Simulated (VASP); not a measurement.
Input of a VASP 6.6.1 run:

Contents of INCAR:

```
SYSTEM = Au
PREC = Accurate ; ENCUT = 520
EDIFF = 1E-7 ; ISMEAR = -1
SIGMA = 0.06 ; LREAL = .FALSE.
LASPH = .TRUE. ; NELM = 60
ALGO = Normal ; ISIF = 2
LWAVE = .FALSE. ; LCHARG = .FALSE.
GGA = PE ; NBANDS = 12
```

File KPOINTS:

```
regular mesh
0
G
  12 12 12
  0 0 0
```

POSCAR

```
Au
1.0
    0.0000000000      2.0362410000      2.0362410000
    2.0362410000      0.0000000000      2.0362410000
    2.0362410000      2.0362410000      0.0000000000
Au
1
Direct
    0.0000000000      0.0000000000      0.0000000000
```

Potentials or basis: VASP PAW PBE potentials, release 64 (Au).

Run with:

```sh
$ cat potpaw_PBE.64/Au/POTCAR > POTCAR
$ mpirun -np 1 vasp_std > vasp.out
```

**Question.** What does it give for the pressure?

**Answer.** 10.1 GPa.
